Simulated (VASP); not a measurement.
# Be (Im-3m) in VASP: notebook

Be is run at these levels: PBEsol; tasks: relaxation of cell and atoms.

Program: VASP 6.6.1. These are calculated values, not measurements. Logs are shortened: lines on timing, memory, paths and dates and some standing lists are left out, and cuts for length are marked.

## 1. The cell of the first run

The structure is cubic, space group Im-3m (No. 229). Conventional cell: a = 1.861 Å, b = 1.861 Å, c = 1.861 Å, α = 90.00°, β = 90.00°, γ = 90.00°. Within 2.1 Å of Be (site symmetry m-3m) lie 14 Be at 1.61 to 1.86 Å.

This isn't the form of Be at room conditions, which is hcp.

## 2. Relaxation of cell and atoms, PBEsol, target pressure 470 GPa, at which the enthalpy is minimised

Contents of INCAR:

```
PREC = Accurate
ENCUT = 600
EDIFF = 1E-7
ISMEAR = -1
SIGMA = 0.05
LREAL = False
LASPH = True
NELM = 100
ALGO = Normal
ISIF = 3
LWAVE = False
LCHARG = False
GGA = PS
IBRION = 2
NSW = 60
EDIFFG = -0.005
PSTRESS = 4700.0
```

Contents of KPOINTS:

```
regular mesh
0
Gamma
  29 29 29
```

Contents of POSCAR:

```
Be
1.0
   -0.9303891416      0.9303891416      0.9303891416
    0.9303891416     -0.9303891416      0.9303891416
    0.9303891416      0.9303891416     -0.9303891416
Be
1
Direct
    0.0000000000      0.0000000000      0.0000000000
```

Potentials or basis: VASP PAW PBE potentials, release 64 (Be).

On the command line:

```
> cat potpaw_PBE.64/Be/POTCAR > POTCAR
> mpirun -np 1 vasp_std > vasp.out
```

OUTCAR:

```text
PREC = Accurate
   ENCUT = 600
   EDIFF = 1E-7
   ISMEAR = -1
   LREAL = False
   LASPH = True
   NELM = 100
   ISIF = 3
   GGA = PS
   IBRION = 2
   NSW = 60
   EDIFFG = -0.005
   PSTRESS = 4700.0

 ion  position               nearest neighbor table
   1  0.000  0.000  0.000-

  LATTYP: Found a body centered cubic cell.
 ALAT       =     1.8607782832

  Lattice vectors:

 A1 = (  -0.9303891416,   0.9303891416,   0.9303891416)
 A2 = (   0.9303891416,  -0.9303891416,   0.9303891416)
 A3 = (   0.9303891416,   0.9303891416,  -0.9303891416)

Analysis of symmetry for initial positions (statically):
=====================================================================
 Subroutine PRICEL returns:
 Original cell was already a primitive cell.

 Routine SETGRP: Setting up the symmetry group for a
 body centered cubic supercell.

 Subroutine GETGRP returns: Found 48 space group operations
 (whereof 48 operations were pure point group operations)
 out of a pool of 48 trial point group operations.

The static configuration has the point symmetry O_h .

Analysis of symmetry for dynamics (positions and initial velocities):
=====================================================================
 Subroutine PRICEL returns:
 Original cell was already a primitive cell.

 Routine SETGRP: Setting up the symmetry group for a
 body centered cubic supercell.

 Subroutine GETGRP returns: Found 48 space group operations
 (whereof 48 operations were pure point group operations)
 out of a pool of 48 trial point group operations.

The dynamic configuration has the point symmetry O_h .

 Subroutine INISYM returns: Found 48 space group operations
 (whereof 48 operations are pure point group operations),
 and found     1 'primitive' translations

----------------------------------------------------------------------------------------

                                     Primitive cell

  volume of cell :       3.2215

  direct lattice vectors                    reciprocal lattice vectors
    -0.930389142  0.930389142  0.930389142     0.000000000  0.537409539  0.537409539
     0.930389142 -0.930389142  0.930389142     0.537409539  0.000000000  0.537409539
     0.930389142  0.930389142 -0.930389142     0.537409539  0.537409539  0.000000000

  length of vectors
     1.611481264  1.611481264  1.611481264     0.760011859  0.760011859  0.760011859

  position of ions in fractional coordinates (direct lattice)
     0.000000000  0.000000000  0.000000000

  ion indices of the primitive-cell ions
   primitive index   ion index
                 1           1

----------------------------------------------------------------------------------------

 KPOINTS: regular mesh

Automatic generation of k-mesh.
 Grid dimensions read from file:
 generate k-points for:   29   29   29

 Generating k-lattice:

  Cartesian coordinates                     Fractional coordinates (reciprocal lattice)
     0.000000000  0.018531363  0.018531363     0.034482759  0.000000000  0.000000000
     0.018531363  0.000000000  0.018531363     0.000000000  0.034482759  0.000000000
     0.018531363  0.018531363  0.000000000     0.000000000  0.000000000  0.034482759

  Length of vectors
     0.026207305  0.026207305  0.026207305

  Shift w.r.t. Gamma in fractional coordinates (k-lattice)
     0.000000000  0.000000000  0.000000000

 Subroutine IBZKPT returns following result:
 ===========================================

 Found    680 irreducible k-points:

 Following reciprocal coordinates:
            Coordinates               Weight
  0.000000  0.000000  0.000000      1.000000
  0.034483  0.000000  0.000000     12.000000
  0.068966  0.000000  0.000000     12.000000
  0.103448  0.000000  0.000000     12.000000
  0.137931  0.000000  0.000000     12.000000
  0.172414  0.000000  0.000000     12.000000
[... 16 lines left out ...]
  0.275862  0.034483  0.000000     48.000000
  0.310345  0.034483  0.000000     48.000000
 [... further k-points ...]
   k-points           NKPTS =    680   k-points in BZ     NKDIM =    680   number of bands    NBANDS=      5
   number of dos      NEDOS =    301   number of ions     NIONS =      1
   total plane-waves  NPLWV =   2744
   dimension x,y,z NGX =    14 NGY =   14 NGZ =   14
   dimension x,y,z NGXF=    28 NGYF=   28 NGZF=   28
   ions per type =               1
   NGX,Y,Z   is equivalent  to a cutoff of  14.44, 14.44, 14.44 a.u.
   NGXF,Y,Z  is equivalent  to a cutoff of  28.89, 28.89, 28.89 a.u.
 SYSTEM =  unknown system
   PREC   = accura    normal or accurate (medium, high low for compatibility)
   ISTART =      0    job   : 0-new  1-cont  2-samecut
   ICHARG =      2    charge: 1-file 2-atom 10-const
   ISPIN  =      1    spin polarized calculation?
   LNONCOLLINEAR =      F non collinear calculations
   LSORBIT =      F    spin-orbit coupling
   LASPH  =      T    aspherical Exc in radial PAW
   ENCUT  =  600.0 eV  44.10 Ry    6.64 a.u.   3.22  3.22  3.22*2*pi/ulx,y,z
   NELM   =    100;   NELMIN=  2; NELMDL= -5     # of ELM steps
   EDIFF  = 0.1E-06   stopping-criterion for ELM
   LREAL  =      F    real-space projection
   EDIFFG = -.5E-02   stopping-criterion for IOM
   NSW    =     60    number of steps for IOM
   IBRION =      2    ionic relax: 0-MD 1-quasi-New 2-CG
   NFREE  =      1    steps in history (QN), initial steepest desc. (CG)
   ISIF   =      3    stress and relaxation
   ISYM   =      2    0-nonsym 1-usesym 2-fastsym
   POTIM  = 0.5000    time-step for ionic-motion
   TEBEG  =    0.0;   TEEND  =   0.0 temperature during run
   PSTRESS= 4700.0 pullay stress
   NELECT =       2.0000    total number of electrons
   NUPDOWN=      -1.0000    fix difference up-down
   EMIN   =  10.00;   EMAX   =-10.00  energy-range for DOS
   EFERMI =   0.00;   METHOD = LEGACY
   ISMEAR =    -1;   SIGMA  =   0.05  broadening in eV -4-tet -1-fermi 0-gaus
   EFERMI_NEDOS =   21; number of points for ismear=-14 and -15
   IALGO  =     38    algorithm
   IMIX   =      4    mixing-type and parameters
     AMIX     =   0.40;   BMIX     =  1.00
     AMIX_MAG =   1.60;   BMIX_MAG =  1.00
  volume/ion in A,a.u.               =       3.22        21.74
  Fermi-wavevector in a.u.,A,eV,Ry     =   1.396583  2.639160 26.537417  1.950445
  Thomas-Fermi vector in A             =   2.519923
   LORBIT       =      0    0 simple, 1 ext, 2 COOP (PROOUT), +10 PAW based schemes
   GGA     = PS    functional components
   LHFCALC =     F    Hartree Fock is set to
   AEXX    =    0.0000 exact exchange contribution
   IVDW    =     0    specifies the selected vdW correction
   LEPSILON=     F    determine dielectric tensor
   LRPA    =     F    only Hartree local field effects (RPA)
 conjugate gradient relaxation of ions
 non-spin polarized calculation
  energy-cutoff  :      600.00
  volume of cell :        3.22
 maximum number of plane-waves:       116
 NGX is ok and might be reduce to    14
   NGX =  7   NGY =  7   NGZ =  7

--------------------------------------- Ionic step        1  -------------------------------------------

 number of electron       2.0000000 magnetization

 Free energy of the ion-electron system (eV)
  ---------------------------------------------------
  ext. energy  EPLUGINS =         0.00000000
  ---------------------------------------------------
  free energy    TOTEN  =        -0.42315729 eV

  energy without entropy =       -0.42262655  energy(sigma->0) =       -0.42289192

------------------------ aborting loop because EDIFF is reached ----------------------------------------

  FORCE on cell =-STRESS in cart. coord.  units (eV):
  Direction    XX          YY          ZZ          XY          YZ          ZX
  --------------------------------------------------------------------------------------
  -------------------------------------------------------------------------------------
  Total        9.4952024      9.4952024      9.4952024      0.0000000      0.0000000     -0.0000000
  in kB     4722.3798759   4722.3798759   4722.3798759      0.0000000      0.0000000     -0.0000000
  external PRESSURE =      22.3798759 kB  Pullay stress =    4700.0000000 kB
[... 59 lines left out ...]
  enthalpy is  TOTEN    =         9.0273184424 eV   P V=        9.5118825855

--------------------------------------- Ionic step        3  -------------------------------------------

 number of electron       2.0000000 magnetization

 Free energy of the ion-electron system (eV)
  ---------------------------------------------------
  ext. energy  EPLUGINS =         0.00000000
  ---------------------------------------------------
  free energy    TOTEN  =        -0.43903205 eV

  energy without entropy =       -0.43850019  energy(sigma->0) =       -0.43876612

 E-fermi :  18.3500     XC(G=0): -13.9848

 val. band max:       18.3052875145   @ k =  -0.4483  -0.4828   0.3103
 cond. band min:      18.3892704331   @ k =   0.3103   0.2414   0.1379
 fundamental gap:      0.0839829186
 Fermi energy:        18.3500056113

 k-point     1 :       0.0000    0.0000    0.0000
  band No.  band energies     occupation
      1       1.3859      2.00000
      2      57.6005      0.00000
      3      57.6005      0.00000
      4      57.6005      0.00000
      5      73.3772      0.00000

 k-point     2 :       0.0345    0.0000    0.0000
  band No.  band energies     occupation
      1       1.4255      2.00000
      2      57.1393      0.00000
      3      57.1541      0.00000
      4      57.4602      0.00000
      5      71.9640      0.00000
[... 169 lines left out ...]
 k-point    24 :       0.3103    0.0345    0.0000
  band No.  band energies     occupation
      1       5.2840      2.00000
      2      31.6628      0.00000
      3      45.0379      0.00000
      4      49.1331      0.00000
      5      57.7787      0.00000

 [... further k-points ...]

------------------------ aborting loop because EDIFF is reached ----------------------------------------

  FORCE on cell =-STRESS in cart. coord.  units (eV):
  Direction    XX          YY          ZZ          XY          YZ          ZX
  --------------------------------------------------------------------------------------
  -------------------------------------------------------------------------------------
  Total        9.4665991      9.4665991      9.4665991      0.0000000      0.0000000      0.0000000
  in kB     4700.2770127   4700.2770127   4700.2770127      0.0000000      0.0000000      0.0000000
  external PRESSURE =       0.2770127 kB  Pullay stress =    4700.0000000 kB
[... 16 lines left out ...]
  FREE ENERGIE OF THE ION-ELECTRON SYSTEM (eV)
  ---------------------------------------------------
  free  energy   TOTEN  =        -0.4390320531 eV

  energy  without entropy=       -0.4385001890  energy(sigma->0) =       -0.43876612

  enthalpy is  TOTEN    =         9.0270091783 eV   P V=        9.4660412314

 reached required accuracy - stopping structural energy minimisation
```

Run time: 19 s. Hardware: 1 thread of Intel Xeon 8259CL, shared host; peak memory 0.12 GiB.

What came out:

* Free energy: -0.4390 eV
* Relaxed volume: 3.23 Å³/atom
* Relaxed cell: a = 1.612 Å, b = 1.612 Å, c = 1.612 Å, α = 109.47°, β = 109.47°, γ = 109.47°
* Space group after relaxing (to 0.1 Å): Im-3m (No. 229)
* Energy change on relaxing (the run minimises the enthalpy): -15.9 meV/atom
* Ionic steps: 3
* Pressure after relaxing: 470.0 GPa
* Band gap on the k mesh: zero (bands 1 and 2 overlap by 10.10 eV)

Step by step:
```
step  energy change (eV)  largest force (eV/Å)  pressure (GPa)  volume (Å³)
   1              0.0000                0.0000          472.24         3.22
   2             -0.0614                0.0000          463.70         3.24
   3             -0.0159                0.0000          470.03         3.23
```

Final structure:
```
Be
1.0
    -0.93091    0.93091    0.93091
     0.93091   -0.93091    0.93091
     0.93091    0.93091   -0.93091
Be
1
Cartesian
  0.0000 0.0000 0.0000
```

Levels at points of the mesh, in eV from the Fermi level:
```csv
k point,band 1,band 2,band 3,band 4
"(0.00, 0.00, 0.00)",-16.96,39.25,39.25,39.25
```

Caveat: the cell is relaxed towards a set pressure, so the run minimises the enthalpy, not the energy; the PAW data sets were made with another functional, which shifts forces and pressure a little.

## 3. Relaxation of cell and atoms, PBEsol, target pressure 470 GPa, at which the enthalpy is minimised

This run uses another cell than the first one, of 3.21 Å³/atom.

Contents of INCAR:

```
SYSTEM = Be
PREC = Accurate
ENCUT = 600
EDIFF = 1E-6
ISMEAR = -1
SIGMA = 0.05
LREAL = .FALSE.
LASPH = .TRUE.
NELM = 100
ALGO = Normal
ISIF = 3
LWAVE = .FALSE.
LCHARG = .FALSE.
GGA = PS
IBRION = 2
NSW = 32
EDIFFG = -0.005
PSTRESS = 4700.0
```

Contents of KPOINTS:

```
regular mesh
0
G
  29 29 29
  0 0 0
```

Contents of POSCAR:

```
Be
1.0
   -0.9294872570      0.9294872570      0.9294872570
    0.9294872570     -0.9294872570      0.9294872570
    0.9294872570      0.9294872570     -0.9294872570
Be
1
Direct
    0.0000000000      0.0000000000      0.0000000000
```

Potentials or basis: VASP PAW PBE potentials, release 64 (Be).

On the command line:

```
> cat potpaw_PBE.64/Be/POTCAR > POTCAR
> mpirun -np 1 vasp_std > vasp.out
```

OUTCAR:

```text
SYSTEM = Be
   PREC = Accurate
   ENCUT = 600
   EDIFF = 1E-6
   ISMEAR = -1
   LREAL = .FALSE.
   LASPH = .TRUE.
   NELM = 100
   ISIF = 3
   GGA = PS
   IBRION = 2
   NSW = 32
   EDIFFG = -0.005
   PSTRESS = 4700.0

 ion  position               nearest neighbor table
   1  0.000  0.000  0.000-

  LATTYP: Found a body centered cubic cell.
 ALAT       =     1.8589745140

  Lattice vectors:

 A1 = (  -0.9294872570,   0.9294872570,   0.9294872570)
 A2 = (   0.9294872570,  -0.9294872570,   0.9294872570)
 A3 = (   0.9294872570,   0.9294872570,  -0.9294872570)

Analysis of symmetry for initial positions (statically):
=====================================================================
 Subroutine PRICEL returns:
 Original cell was already a primitive cell.

 Routine SETGRP: Setting up the symmetry group for a
 body centered cubic supercell.

 Subroutine GETGRP returns: Found 48 space group operations
 (whereof 48 operations were pure point group operations)
 out of a pool of 48 trial point group operations.

The static configuration has the point symmetry O_h .

Analysis of symmetry for dynamics (positions and initial velocities):
=====================================================================
 Subroutine PRICEL returns:
[... 163 lines left out ...]
  -------------------------------------------------------------------------------------
  Total        9.5450182      9.5450182      9.5450182      0.0000000      0.0000000      0.0000000
  in kB     4760.9873879   4760.9873879   4760.9873879      0.0000000      0.0000000      0.0000000
  external PRESSURE =      60.9873879 kB  Pullay stress =    4700.0000000 kB
[... 61 lines left out ...]
--------------------------------------- Ionic step        3  -------------------------------------------

 number of electron       2.0000000 magnetization

 Free energy of the ion-electron system (eV)
  ---------------------------------------------------
  ext. energy  EPLUGINS =         0.00000000
  ---------------------------------------------------
  free energy    TOTEN  =        -0.43923603 eV

  energy without entropy =       -0.43870415  energy(sigma->0) =       -0.43897009

 E-fermi :  18.3497     XC(G=0): -13.9847

 val. band max:       18.3050166932   @ k =  -0.4483  -0.4828   0.3103
 cond. band min:      18.3889945831   @ k =   0.3103   0.2414   0.1379
 fundamental gap:      0.0839778899
 Fermi energy:        18.3497335806

 k-point     1 :       0.0000    0.0000    0.0000
  band No.  band energies     occupation
      1       1.3858      2.00000
      2      57.5997      0.00000
      3      57.5997      0.00000
      4      57.5997      0.00000
      5      73.3761      0.00000
[... 177 lines left out ...]
 k-point    24 :       0.3103    0.0345    0.0000
  band No.  band energies     occupation
      1       5.2838      2.00000
      2      31.6623      0.00000
      3      45.0372      0.00000
      4      49.1324      0.00000
      5      57.7778      0.00000

 [... further k-points ...]

------------------------ aborting loop because EDIFF is reached ----------------------------------------

  FORCE on cell =-STRESS in cart. coord.  units (eV):
  Direction    XX          YY          ZZ          XY          YZ          ZX
  --------------------------------------------------------------------------------------
  -------------------------------------------------------------------------------------
  Total        9.4662089      9.4662089      9.4662089     -0.0000000     -0.0000000     -0.0000000
  in kB     4699.9810149   4699.9810149   4699.9810149     -0.0000000     -0.0000000     -0.0000000
  external PRESSURE =      -0.0189851 kB  Pullay stress =    4700.0000000 kB
[... 20 lines left out ...]
  energy  without entropy=       -0.4387041464  energy(sigma->0) =       -0.43897009

  enthalpy is  TOTEN    =         9.0270111117 eV   P V=        9.4662471402

 reached required accuracy - stopping structural energy minimisation
```

OSZICAR:

```text
N       E                     dE             d eps       ncg     rms          rms(c)
DAV:   1     0.309906718836E+01    0.30991E+01   -0.17109E+03  7965   0.406E+02
DAV:   2    -0.547096850777E+00   -0.36462E+01   -0.34912E+01  8430   0.630E+01
DAV:   3    -0.550262822917E+00   -0.31660E-02   -0.31642E-02  8645   0.184E+00
DAV:   4    -0.550263091452E+00   -0.26853E-06   -0.26815E-06  9430   0.150E-02
[... 13 lines left out ...]
       N       E                     dE             d eps       ncg     rms          rms(c)
DAV:   1    -0.439283662725E+00    0.12193E+00   -0.22472E-03  7090   0.689E-01    0.380E-02
DAV:   2    -0.439250815359E+00    0.32847E-04   -0.29295E-06  8790   0.264E-02    0.237E-02
DAV:   3    -0.439236563198E+00    0.14252E-04   -0.54066E-06  7775   0.376E-02    0.120E-03
DAV:   4    -0.439236028513E+00    0.53468E-06   -0.42491E-08  4615   0.320E-03
   3 F= 0.90270111E+01 E0= 0.90272771E+01  d E =-.279005E-03
```

Wall time 19 s (1 thread of Intel Xeon 8259CL, shared host); peak memory 0.12 GiB.

Results:

```yaml
Free_energy: -0.4392 eV
Relaxed_volume: 3.23 Å³/atom
Relaxed_cell: a = 1.612 Å, b = 1.612 Å, c = 1.612 Å, α = 109.47°, β = 109.47°, γ = 109.47°
Space_group_after_relaxing_to_0.1_Å: Im-3m (No. 229)
Energy_change_on_relaxing_the_run_minimises_the_enthalpy: -43.8 meV/atom
Ionic_steps: 3
Pressure_after_relaxing: 470.0 GPa
Band_gap_on_the_k_mesh: zero (bands 1 and 2 overlap by 10.10 eV)
```

The path:
```tsv
step	energy change (eV)	largest force (eV/Å)	pressure (GPa)	volume (Å³)
1	0.0000	0.0000	476.10	3.21
2	-0.1658	0.0000	453.10	3.27
3	-0.0438	0.0000	470.00	3.23
```

Final structure:
```xyz
1
Lattice="-0.9309 0.9309 0.9309 0.9309 -0.9309 0.9309 0.9309 0.9309 -0.9309" Properties=species:S:1:pos:R:3 pbc="T T T"
Be    0.0000    0.0000    0.0000
```

Levels at points of the mesh, in eV from the Fermi level:
```
           k point  band 1  band 2  band 3  band 4
(0.00, 0.00, 0.00)  -16.96   39.25   39.25   39.25
```

Caveat: the cell is relaxed towards a set pressure, so the run minimises the enthalpy, not the energy; the PAW data sets were made with another functional, which shifts forces and pressure a little.
